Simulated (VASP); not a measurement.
SiW6, 7 atoms in the cell. The cell holds a slab with vacuum, 7 atoms: a = 4.468 Å, b = 4.468 Å, c = 21.626 Å, α = 90.00°, β = 90.00°, γ = 120.00°. 

```yaml
Program: VASP 6.6.1
Task: single point
Functional: PBE
Dispersion: D3(BJ)
Potentials_or_basis: VASP PAW PBE potentials, release 64 (W_sv, Si)
Cutoff: 520 eV
k_mesh: 6 × 6 × 1
Occupations: gaussian, width 0.1 eV
Spin: no spin polarisation
Dipole_correction: yes
Further_INCAR_settings: ALGO = Normal; EDIFF = 1e-07; NBANDS = 53
```

Potentials or basis: VASP PAW PBE potentials, release 64 (W_sv, Si).

The run is started by

```bash
$ cat potpaw_PBE.64/W_sv/POTCAR potpaw_PBE.64/Si/POTCAR > POTCAR
$ mpirun -np 1 vasp_std > vasp.out
```

Hardware: 1 thread of Intel(R) Xeon(R) 6975P-C (Granite Rapids), with other jobs on the host.

Problem. Estimate the wall time of this run.

Solution. Run time: 6.9 min on 1 thread of Intel(R) Xeon(R) 6975P-C (Granite Rapids) (shared host), peak memory 0.6 GiB. Counts: scf iterations 38, k points 13.
